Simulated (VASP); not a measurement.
A run of VASP 6.6.1:

INCAR

```
SYSTEM = Cu
PREC     = Accurate       ! precision mode
ENCUT    = 520            ! plane-wave cutoff, eV
EDIFF    = 1E-7           ! SCF threshold, eV
ISMEAR   = -1             ! smearing method
SIGMA    = 0.1            ! smearing width, eV
LREAL    = .False.        ! projectors in reciprocal space
LASPH    = .True.         ! aspherical terms in the spheres
NELM     = 60             ! most SCF steps
ALGO     = Normal         ! electronic algorithm
ISIF     = 2              ! what is computed and relaxed
LWAVE    = .False.        ! write WAVECAR
LCHARG   = .False.        ! write CHGCAR
GGA      = RE             ! functional
NBANDS   = 30             ! bands
```

Contents of KPOINTS:

```
Automatic mesh
0
Gamma
  16 16 5
  0 0 0
```

File POSCAR:

```
Cu
1.0
    2.5547382618      0.0000000000      0.0000000000
   -1.2773691309      2.2124682348      0.0000000000
    0.0000000000      0.0000000000      8.3416972852
Cu
4
Direct
    0.0000000000      0.0000000000      0.0000000000
    0.0000000000      0.0000000000      0.5000000000
    0.3333333333      0.6666666667      0.2500000000
    0.6666666667      0.3333333333      0.7500000000
```

Potentials or basis: VASP PAW PBE potentials, release 64 (Cu).

The run is started by

```sh
$ cat potpaw_PBE.64/Cu/POTCAR > POTCAR
$ mpirun -np 1 vasp_std > vasp.out
```

Hardware: 1 thread of Intel Xeon 8259CL, on a shared host.

Task: Estimate the wall time of this run.

Result: It took 3.6 min on 1 thread of Intel Xeon 8259CL, on a shared host, peak memory 0.23 GiB. Counts: scf iterations 16, k points 90.
